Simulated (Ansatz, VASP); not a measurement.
**CaF2 in VASP and in Ansatz**

```xyz
3
Lattice="0.0000 2.7665 2.7665 2.7665 0.0000 2.7665 2.7665 2.7665 0.0000" Properties=species:S:1:pos:R:3 pbc="T T T"
Ca    0.0000    0.0000    0.0000
F     1.3832    1.3832    1.3832
F     4.1497    4.1497    4.1497
```

Alike in both runs: task relaxation of cell and atoms; functional PBE; k mesh 8 × 8 × 8; occupations gaussian, width 0.02 eV; no spin polarisation.

|  | VASP | Ansatz |
| --- | --- | --- |
| version | VASP 6.6.1 | Ansatz 0.2.0 |
| potentials or method | VASP PAW PBE potentials, release 64 (Ca_sv, F), cutoff 600 eV | scalar-relativistic, all-electron LAPW |

|  | VASP | Ansatz | Ansatz less VASP |
| --- | --- | --- | --- |
| gap on the k mesh at the Fermi level, each at its own relaxed structure (eV) | 7.11 | 7.14 | +0.022 |
| relaxed volume (Å³/atom) | 13.97 | 13.94 | -0.025 |
| relaxed cell length with the largest relative difference (Å) | 3.899 | 3.896 | -0.0024 |

Ansatz ran all-electron here, and VASP with PAW potentials.
